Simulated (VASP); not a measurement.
TaN, 6 atoms in the cell. It takes space group P-62m (No. 189, hexagonal). The conventional cell has a = 5.179 Å, b = 5.179 Å, c = 2.901 Å, α = 90.00°, β = 90.00°, γ = 120.00°. Within 3.0 Å of Ta (site symmetry -6) lie 6 N at 2.16 Å and 5 Ta at 2.90 to 2.99 Å. Ta (site symmetry -62m) has 3 N at 2.03 Å within 2.7 Å. Within 3.0 Å of N (site symmetry m2m) lie 5 Ta at 2.03 to 2.16 Å and 6 N at 2.76 to 2.90 Å. 

```yaml
Program: VASP 6.6.1
Task: electric field gradients
Functional: PBE
Potentials_or_basis: VASP PAW PBE potentials, release 64 (Ta_pv, N)
Cutoff: 520 eV
k_mesh: 6 × 6 × 9
Occupations: fermi-dirac, width 0.01 eV
Spin: no spin polarisation
Dipole_correction: no
Further_INCAR_settings: ALGO = Normal; EDIFF = 1e-08; NBANDS = 33
```

Potentials or basis: VASP PAW PBE potentials, release 64 (Ta_pv, N).

Command:

```sh
$ cat potpaw_PBE.64/Ta_pv/POTCAR potpaw_PBE.64/N/POTCAR > POTCAR
$ mpirun -np 1 vasp_std > vasp.out
```

Hardware: 1 thread of Intel Xeon 8259CL, with other jobs on the host.

**Question.** How long does it take, and how much memory?

**Answer.** Wall time 100 s on 1 thread of Intel Xeon 8259CL, with other jobs on the host, peak memory 0.22 GiB. Counts: scf iterations 16, k points 35.
